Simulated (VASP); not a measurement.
**Ti3Al3Cu2: single point with PBE**

The system is Ti3Al3Cu2.

```xyz
8
Lattice="2.9530 0.0000 0.0000 0.0000 2.9530 0.0000 0.0000 0.0000 15.1788" Properties=species:S:1:pos:R:3 pbc="T T T"
Ti    0.0000    0.0000    7.5894
Ti    1.4765    1.4765   13.1179
Ti    1.4765    1.4765    2.0610
Al    0.0000    0.0000    4.1157
Al    0.0000    0.0000   11.0631
Al    0.0000    0.0000    0.0000
Cu    1.4765    1.4765    9.4323
Cu    1.4765    1.4765    5.7465
```

```yaml
Program: VASP 6.6.1
Task: single point
Functional: PBE
Potentials_or_basis: VASP PAW PBE potentials, release 64 (Ti_sv, Al, Cu)
Cutoff: 520 eV
k_mesh: 12 × 12 × 2
Occupations: gaussian, width 0.1 eV
Spin: collinear spin
Starting_moments: "[0.62, 0.0, 0.0, 0.0, 0.0, 0.0, 0.0, 0.0] μB"
```

```yaml
Pressure: -9.2 GPa
Largest_force: 0.020 eV/Å
Net_moment: 0.78 μB per cell
Site_moments: Ti +0.61, -0.01 (each value once); Al -0.00; Cu +0.02 μB
Valence_electrons_inside_the_program's_atomic_spheres: Ti 10.12, 10.17 (each value once); Al 0.76, 0.78 (each value once); Cu 9.96
```

Forces on the atoms (eV/Å):
```
Ti   0.000  0.000  0.000
Ti   0.000  0.000  0.002
Ti   0.000  0.000 -0.002
Al   0.000  0.000 -0.020
Al   0.000  0.000  0.020
Al   0.000  0.000  0.000
Cu   0.000  0.000 -0.003
Cu   0.000  0.000  0.003
```

Levels at points of the mesh, in eV from the Fermi level:
Spin up:
| k point | band 29 | band 30 | band 31 | band 32 | band 33 | band 34 | band 35 | band 36 | band 37 | band 38 |
| --- | --- | --- | --- | --- | --- | --- | --- | --- | --- | --- |
| (0.00, 0.00, 0.00) | -1.99 | -1.04 | -0.69 | -0.60 | -0.50 | 0.44 | 1.18 | 1.54 | 1.54 | 1.54 |
| (0.50, 0.00, 0.00) | -2.12 | -1.53 | -1.50 | -1.36 | -1.11 | -0.64 | -0.55 | -0.28 | 1.36 | 1.48 |
| (0.50, 0.50, 0.00) | -1.51 | -0.83 | -0.83 | -0.37 | -0.37 | -0.18 | 0.48 | 1.01 | 1.47 | 1.47 |
| (0.00, 0.00, 0.50) | -1.28 | -1.04 | -0.87 | -0.69 | -0.60 | 0.46 | 1.21 | 1.50 | 1.50 | 1.59 |
| (0.50, 0.00, 0.50) | -2.12 | -1.53 | -1.37 | -1.37 | -1.29 | -0.55 | -0.55 | -0.30 | 1.36 | 1.48 |
| (0.50, 0.50, 0.50) | -1.38 | -1.38 | -1.38 | -0.18 | 0.37 | 0.37 | 0.43 | 0.43 | 0.49 | 1.14 |
Spin down:
```csv
k point,band 29,band 30,band 31,band 32,band 33,band 34,band 35,band 36,band 37,band 38
"(0.00, 0.00, 0.00)",-1.97,-0.69,-0.60,-0.30,0.15,0.44,1.51,1.53,1.53,1.70
"(0.50, 0.00, 0.00)",-2.06,-1.52,-1.38,-1.36,-0.99,-0.58,-0.26,0.34,1.48,1.51
"(0.50, 0.50, 0.00)",-1.37,-0.80,-0.80,-0.27,-0.27,-0.18,0.48,1.07,1.54,1.54
"(0.00, 0.00, 0.50)",-1.26,-0.69,-0.69,-0.60,0.15,0.49,1.52,1.52,1.54,1.71
"(0.50, 0.00, 0.50)",-2.06,-1.51,-1.38,-1.22,-1.20,-0.48,-0.28,0.34,1.48,1.51
"(0.50, 0.50, 0.50)",-1.37,-1.29,-1.29,-0.18,0.46,0.46,0.48,0.48,0.49,1.13
```

Wall time 14 min on 4 MPI ranks on Oxide Virtual Turin-like Processor, on a shared host, peak memory 0.63 GiB a rank.

Caveat: the cell stands under tension.
